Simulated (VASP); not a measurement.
Runs of VASP 6.6.1 on Ca2Ge3N. The structure is that of space group P6/mmm (No. 191), or close to it. The cells are those of the table. The cell was built from a structure type or drawn by symmetry, and may not be a known phase.

```tsv
task	cell	k mesh	cutoff (eV)	gap on the mesh (eV)	pressure (GPa)	relaxed volume (Å³/atom)
single point	a = 5.053, b = 5.053, c = 5.832 Å, angles 90.0, 90.0, 120.0°, 6 atoms	12 × 12 × 6	520	none	0.0	-
single point	a = 5.052, b = 5.052, c = 5.824 Å, angles 90.0, 90.0, 120.0°, 6 atoms	6 × 6 × 4	520	none	0.0	-
single point	a = 5.161, b = 5.161, c = 5.640 Å, angles 90.0, 90.0, 120.0°, 6 atoms	3 × 3 × 6	520	none	0.1	-
relaxation of cell and atoms	relaxed from a = 5.832, b = 5.832, c = 3.659 Å, angles 90.0, 90.0, 120.0°, 6 atoms	3 × 3 × 6	600	none	0.0	21.38
relaxation of cell and atoms	relaxed from a = 5.161, b = 5.161, c = 5.640 Å, angles 90.0, 90.0, 120.0°, 6 atoms	6 × 6 × 4	600	none	0.1	(a)
single point	a = 5.832, b = 5.832, c = 3.659 Å, angles 90.0, 90.0, 120.0°, 6 atoms	3 × 3 × 6	520	none	34.0	-
```

Alike in all rows: level PBE; potentials or basis VASP PAW PBE potentials, release 64 (Ca_sv, Ge_d, N); no spin polarisation; smearing gaussian 0.1 eV.

Q: Fill in the values left out.

A: (a) 21.41.

Caveats: some runs use coarse meshes; the volume moved by over 15 % at a fixed basis, so the end points are rough (at least some runs).

A k mesh can miss the band edges, and the runs leave out spin-orbit coupling on Ge.

A gap of «none» marks levels without a gap at the run's occupations.
